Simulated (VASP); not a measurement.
SnO2:

```
CELL_PARAMETERS angstrom
-2.00007 2.00007 5.12368
2.00007 -2.00007 5.12368
2.00007 2.00007 -5.12368
ATOMIC_POSITIONS crystal
Sn 0.75000 0.25000 0.50000
Sn 0.00000 0.00000 0.00000
O 0.79652 0.79652 0.00000
O 0.95348 0.45348 0.50000
O 0.20348 0.20348 0.00000
O 0.54652 0.04652 0.50000
```

Program: VASP 6.6.1. Alike in all runs: task single point; no spin polarisation; cell as given; k mesh 6 × 6 × 6; cutoff (eV) 520; smearing gaussian 0.01 eV.

Q: Order these runs on this cell by their pressure, lowest first.
A. level PBEsol; potentials or basis VASP PAW PBE potentials, release 64 (Sn_d, O)
B. level BLYP; potentials or basis VASP PAW PBE potentials, release 64 (Sn_d, O)
C. level LDA; potentials or basis VASP PAW LDA potentials, release 64 (Sn_d, O)

A: C (-3.0 GPa), A (1.3 GPa), B (11.4 GPa).

Caveats: the PAW data sets were made with another functional, which shifts forces and pressure a little (at least some runs); the cell stands under tension (at least some runs); the cell stands under pressure (at least some runs).
